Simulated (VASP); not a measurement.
Al2Cu, 3 atoms in the cell. The structure is orthorhombic, space group Pmm2 (No. 25). The conventional cell has a = 2.885 Å, b = 4.286 Å, c = 4.286 Å, α = 90.00°, β = 90.00°, γ = 90.00°. Al (site symmetry mm2) has 4 Cu at 2.58 Å and 6 Al at 2.88 to 3.13 Å within 3.4 Å. Al (site symmetry mm2) has 4 Cu at 2.46 to 2.71 Å and 6 Al at 2.88 to 3.13 Å within 3.3 Å. Within 3.3 Å of Cu (site symmetry mm2) lie 8 Al at 2.46 to 2.71 Å and 2 Cu at 2.88 Å.  This cell differs from its parent crystal: atoms displaced along a vibrational mode, the cell strained.

- Program: VASP 6.6.1
- Task: single point
- Functional: PBE
- Potentials or basis: VASP PAW PBE potentials, release 64 (Al, Cu)
- Cutoff: 520 eV
- k mesh: 10 × 10 × 14
- Occupations: gaussian, width 0.15 eV
- Spin: no spin polarisation
- Dipole correction: no
- Further INCAR settings: ALGO = Fast; EDIFF = 1e-06; NBANDS = 16

Potentials or basis: VASP PAW PBE potentials, release 64 (Al, Cu).

Command:

```console
$ cat potpaw_PBE.64/Al/POTCAR potpaw_PBE.64/Cu/POTCAR > POTCAR
$ mpirun -np 1 vasp_std > vasp.out
```

Hardware: 1 thread of Intel Xeon 8259CL, on a shared host.

Question: Estimate the wall time of this run.

Answer: It took 5.1 min on 1 thread of Intel Xeon 8259CL, on a shared host, peak memory 0.34 GiB. Counts: scf iterations 17, k points 288.
